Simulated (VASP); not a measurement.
# Br in VASP: single point with r2SCAN

Aim: the single point of Br with r2SCAN.

Program: VASP 6.6.1. These are calculated values, not measurements. Logs are shortened: lines on timing, memory, paths and dates and some standing lists are left out, and cuts for length are marked.

## 1. The cell of the first run

The cell holds a single atom in a box, 1 atom: a = 14.000 Å, b = 14.400 Å, c = 14.800 Å, α = 90.00°, β = 90.00°, γ = 90.00°.

## 2. Single point, r2SCAN, collinear spin

Input file POSCAR:

```
Br
1.0
   14.0000000000      0.0000000000      0.0000000000
    0.0000000000     14.4000000000      0.0000000000
    0.0000000000      0.0000000000     14.8000000000
Br
1
Direct
    0.5000000000      0.5000000000      0.5000000000
```

Input file INCAR.step1:

```
PREC = Accurate
ENCUT = 520
ISMEAR = -1
SIGMA = 0.01
LREAL = F
LASPH = T
NELM = 150
ISPIN = 2
MAGMOM = 1
NBANDS = 14
ISYM = 0
GGA = PE
ALGO = Normal
EDIFF = 1E-4
LWAVE = T
LCHARG = F
```

Input file INCAR.step2:

```
PREC = Accurate
ENCUT = 520
EDIFF = 1E-6
ISMEAR = -1
SIGMA = 0.01
LREAL = F
LASPH = T
NELM = 150
ALGO = Normal
ISIF = 2
LWAVE = F
LCHARG = T
ISPIN = 2
MAGMOM = 1
LORBIT = 11
METAGGA = R2SCAN
LMIXTAU = T
LELF = T
LVHAR = T
NBANDS = 14
ISYM = 0
ISTART = 1
```

Input file KPOINTS:

```
Automatic mesh
0
Gamma
  1 1 1
```

Potentials or basis: VASP PAW PBE potentials, release 64 (Br).

Started as:

```bash
> cat potpaw_PBE.64/Br/POTCAR > POTCAR
> cp INCAR.step1 INCAR
> mpirun -np 1 vasp_gam > vasp.out
> cp INCAR.step2 INCAR
> mpirun -np 1 vasp_gam > vasp.out
```

OUTCAR:

```text
PREC = Accurate
   ENCUT = 520
   EDIFF = 1E-6
   ISMEAR = -1
   LREAL = F
   LASPH = T
   NELM = 150
   ISIF = 2
   ISPIN = 2
   LORBIT = 11
   METAGGA = R2SCAN
   ISYM = 0
   ISTART = 1

 ion  position               nearest neighbor table
   1  0.500  0.500  0.500-

IMPORTANT INFORMATION: All symmetrisations will be switched off!
NOSYMM: (Re-)initialisation of all symmetry stuff for point group C_1.

----------------------------------------------------------------------------------------

                                     Primitive cell

  volume of cell :    2983.6800

  direct lattice vectors                    reciprocal lattice vectors
    14.000000000  0.000000000  0.000000000     0.071428571  0.000000000  0.000000000
     0.000000000 14.400000000  0.000000000     0.000000000  0.069444444  0.000000000
     0.000000000  0.000000000 14.800000000     0.000000000  0.000000000  0.067567568

  length of vectors
    14.000000000 14.400000000 14.800000000     0.071428571  0.069444444  0.067567568

  position of ions in fractional coordinates (direct lattice)
     0.500000000  0.500000000  0.500000000

  ion indices of the primitive-cell ions
   primitive index   ion index
                 1           1

----------------------------------------------------------------------------------------

 KPOINTS: Automatic mesh

Automatic generation of k-mesh.
 Grid dimensions read from file:
 generate k-points for:    1    1    1

 Generating k-lattice:

  Cartesian coordinates                     Fractional coordinates (reciprocal lattice)
     0.071428571  0.000000000  0.000000000     1.000000000  0.000000000  0.000000000
     0.000000000  0.069444444  0.000000000     0.000000000  1.000000000  0.000000000
     0.000000000  0.000000000  0.067567568     0.000000000  0.000000000  1.000000000

  Length of vectors
     0.071428571  0.069444444  0.067567568

  Shift w.r.t. Gamma in fractional coordinates (k-lattice)
     0.000000000  0.000000000  0.000000000

 Subroutine IBZKPT returns following result:
 ===========================================

 Found      1 irreducible k-points:

 Following reciprocal coordinates:
            Coordinates               Weight
  0.000000  0.000000  0.000000      1.000000
   k-points           NKPTS =      1   k-points in BZ     NKDIM =      1   number of bands    NBANDS=     14
   number of dos      NEDOS =    301   number of ions     NIONS =      1
   total plane-waves  NPLWV = ******
   dimension x,y,z NGX =   108 NGY =  108 NGZ =  112
   dimension x,y,z NGXF=   216 NGYF=  216 NGZF=  224
   ions per type =               1
   NGX,Y,Z   is equivalent  to a cutoff of  12.82, 12.47, 12.58 a.u.
   NGXF,Y,Z  is equivalent  to a cutoff of  25.65, 24.94, 25.16 a.u.
 SYSTEM =  unknown system
   PREC   = accura    normal or accurate (medium, high low for compatibility)
   ISTART =      1    job   : 0-new  1-cont  2-samecut
   ICHARG =      0    charge: 1-file 2-atom 10-const
   ISPIN  =      2    spin polarized calculation?
   LNONCOLLINEAR =      F non collinear calculations
   LSORBIT =      F    spin-orbit coupling
   LASPH  =      T    aspherical Exc in radial PAW
   ENCUT  =  520.0 eV  38.22 Ry    6.18 a.u.  26.03 26.77 27.52*2*pi/ulx,y,z
   NELM   =    150;   NELMIN=  2; NELMDL=  0     # of ELM steps
   EDIFF  = 0.1E-05   stopping-criterion for ELM
   LREAL  =      F    real-space projection
   EDIFFG = 0.1E-04   stopping-criterion for IOM
   NSW    =      0    number of steps for IOM
   IBRION =     -1    ionic relax: 0-MD 1-quasi-New 2-CG
   NFREE  =      0    steps in history (QN), initial steepest desc. (CG)
   ISIF   =      2    stress and relaxation
   ISYM   =      0    0-nonsym 1-usesym 2-fastsym
   POTIM  = 0.5000    time-step for ionic-motion
   TEBEG  =    0.0;   TEEND  =   0.0 temperature during run
   PSTRESS=    0.0 pullay stress
   NELECT =       7.0000    total number of electrons
   NUPDOWN=      -1.0000    fix difference up-down
   EMIN   =  10.00;   EMAX   =-10.00  energy-range for DOS
   EFERMI =   0.00;   METHOD = LEGACY
   ISMEAR =    -1;   SIGMA  =   0.01  broadening in eV -4-tet -1-fermi 0-gaus
   EFERMI_NEDOS =   21; number of points for ismear=-14 and -15
   IALGO  =     38    algorithm
   IMIX   =      4    mixing-type and parameters
     AMIX     =   0.40;   BMIX     =  1.00
     AMIX_MAG =   1.60;   BMIX_MAG =  1.00
  volume/ion in A,a.u.               =    2983.68     20134.87
  Fermi-wavevector in a.u.,A,eV,Ry     =   0.217532  0.411076  0.643831  0.047320
  Thomas-Fermi vector in A             =   0.994525
   LORBIT       =     11    0 simple, 1 ext, 2 COOP (PROOUT), +10 PAW based schemes
   METAGGA = R2SCAN    functional components
   LHFCALC =     F    Hartree Fock is set to
   AEXX    =    0.0000 exact exchange contribution
   IVDW    =     0    specifies the selected vdW correction
   LEPSILON=     F    determine dielectric tensor
   LRPA    =     F    only Hartree local field effects (RPA)
 spin polarized calculation
  energy-cutoff  :      520.00
  volume of cell :     2983.68
 maximum number of plane-waves:     40220
 NGX is ok and might be reduce to   108
   NGX = 53   NGY = 53   NGZ = 55

 number of electron       7.0000000 magnetization       0.9888287

 Free energy of the ion-electron system (eV)
  ---------------------------------------------------
  ext. energy  EPLUGINS =         0.00000000
  ---------------------------------------------------
  free energy    TOTEN  =       -11.93279883 eV

  energy without entropy =      -11.93279883  energy(sigma->0) =      -11.93279883

 E-fermi :  -7.5831     XC(G=0):  -0.2479

 val. band max:       -7.8341783080   @ k =   0.0000   0.0000   0.0000
 cond. band min:      -6.8789937177   @ k =   0.0000   0.0000   0.0000
 fundamental gap:      0.9551845903
 Fermi energy:        -7.5831174416

 spin component 1

 k-point     1 :       0.0000    0.0000    0.0000
  band No.  band energies     occupation
      1     -21.5353      1.00000
      2      -9.7487      1.00000
      3      -8.2109      1.00000
      4      -8.2088      1.00000
      5      -0.1339      0.00000
      6       0.4860      0.00000
      7       0.5980      0.00000
      8       0.6476      0.00000
      9       0.6851      0.00000
     10       0.7123      0.00000
     11       0.7240      0.00000
     12       1.2647      0.00000
     13       1.2917      0.00000
     14       1.3232      0.00000
 Fermi energy:        -7.5831174416

 spin component 2

 k-point     1 :       0.0000    0.0000    0.0000
  band No.  band energies     occupation
      1     -20.2062      1.00000
      2      -7.8367      1.00000
      3      -7.8342      1.00000
      4      -6.8790      0.00000
      5      -0.1050      0.00000
      6       0.5329      0.00000
      7       0.6038      0.00000
      8       0.6683      0.00000
      9       0.6978      0.00000
     10       0.7161      0.00000
     11       0.7328      0.00000
     12       1.2864      0.00000
     13       1.3220      0.00000
     14       1.3285      0.00000

------------------------ aborting loop because EDIFF is reached ----------------------------------------

  FORCE on cell =-STRESS in cart. coord.  units (eV):
  Direction    XX          YY          ZZ          XY          YZ          ZX
  --------------------------------------------------------------------------------------
  -------------------------------------------------------------------------------------
  Total        0.5024262      0.4831091      0.5088170      0.0024984     -0.0195749     -0.0065871
  in kB        0.2697930      0.2594201      0.2732247      0.0013416     -0.0105113     -0.0035372
  external PRESSURE =       0.2674793 kB  Pullay stress =       0.0000000 kB

 VOLUME and BASIS-vectors are now :
 -----------------------------------------------------------------------------
  energy-cutoff  :      520.00
  volume of cell :     2983.68
      direct lattice vectors                 reciprocal lattice vectors
    14.000000000  0.000000000  0.000000000     0.071428571  0.000000000  0.000000000
     0.000000000 14.400000000  0.000000000     0.000000000  0.069444444  0.000000000
     0.000000000  0.000000000 14.800000000     0.000000000  0.000000000  0.067567568

 POSITION                                       TOTAL-FORCE (eV/Angst)
 -----------------------------------------------------------------------------------
      7.00000      7.20000      7.40000        -0.000051     -0.000071      0.000082
 -----------------------------------------------------------------------------------
    total drift:                               -0.000051     -0.000071      0.000082

  FREE ENERGIE OF THE ION-ELECTRON SYSTEM (eV)
  ---------------------------------------------------
  free  energy   TOTEN  =       -11.9327988285 eV

  energy  without entropy=      -11.9327988285  energy(sigma->0) =      -11.93279883

 total charge

# of ion       s       p       d       tot
------------------------------------------
    1        1.620   3.085   0.002   4.706

 magnetization (x)

# of ion       s       p       d       tot
------------------------------------------
    1        0.017   0.656   0.001   0.674
```

It took 34 min on 1 thread of Intel Xeon Platinum 8175M at 2.50GHz (Skylake/Cascade Lake), shared host; peak memory 3.9 GiB.

Results:

- Free energy: -11.9328 eV
- Pressure: 0.0 GPa
- Band gap on the k mesh: 0.96 eV
- Net moment: 0.99 μB per cell
- Site moments: Br +0.67 μB
- Valence electrons inside the program's atomic spheres: Br 4.71

Caveat: the PAW data sets were made with another functional, which shifts forces and pressure a little.
